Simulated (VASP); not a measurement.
Wanted: the native input for a VASP 6.6.1 run.

* Task: single point
* Functional: PBEsol
* Potentials or basis: VASP PAW PBE potentials, release 64 (Re)
* Cutoff: 520 eV
* k mesh: 7 × 7 × 1
* Occupations: methfessel-paxton, width 0.1 eV
* Spin: no spin polarisation
* Dipole correction: yes
* Further INCAR settings: ALGO = Normal; EDIFF = 1e-06; NBANDS = 26; NELMDL = -8

The structure of Re lies in POSCAR:

```
Re
1.0
    2.7930720000      0.0000000000      0.0000000000
    1.3965360000      2.4188713066      0.0000000000
    0.0000000000      0.0000000000     23.1221349531
Re
5
Direct
    0.0000000000      0.0000000000      0.3027402104
    0.3333333333      0.3333333333      0.4013701052
    0.6666666667      0.6666666667      0.5000000000
    0.0000000000      1.0000000000      0.5986298948
    0.3333333333      0.3333333333      0.6972597896
```

One way to write it, as run:

INCAR

```
SYSTEM = Re
PREC = Accurate ; ENCUT = 520
EDIFF = 1E-6 ; ISMEAR = 1
SIGMA = 0.1 ; LREAL = .FALSE.
LASPH = .TRUE. ; NELM = 120
ALGO = Normal ; ISIF = 2
LWAVE = .FALSE. ; LCHARG = .TRUE.
LDIPOL = .TRUE. ; IDIPOL = 3
DIPOL = 0.5 0.5 0.500 ; GGA = PS
LELF = .TRUE. ; LVHAR = .TRUE.
LVACPOTAV = .TRUE. ; NBANDS = 26
GGA_COMPAT = .FALSE. ; NELMDL = -8
```

KPOINTS

```
Automatic mesh
0
G
  7 7 1
  0 0 0
```

Potentials or basis: VASP PAW PBE potentials, release 64 (Re).

The run is started by

```sh
$ cat potpaw_PBE.64/Re/POTCAR > POTCAR
$ mpirun -np 1 vasp_std > vasp.out
```

Results of the run:

```
Largest force          : 1.894 eV/Å
Band gap on the k mesh : zero (an odd number of electrons rules out a gap without spin polarisation)
```

Caveat: the k points lie up to 0.37 Å⁻¹ apart, too coarse for converged energies and pressures of a metal; the PAW data sets were made with another functional, which shifts forces and pressure a little; spin-orbit coupling is left out, which moves the levels of the heavy elements.

Run time: 94 s on 1 thread of Intel(R) Xeon(R) Platinum 8488C (Sapphire Rapids) (shared host), peak memory 0.29 GiB.
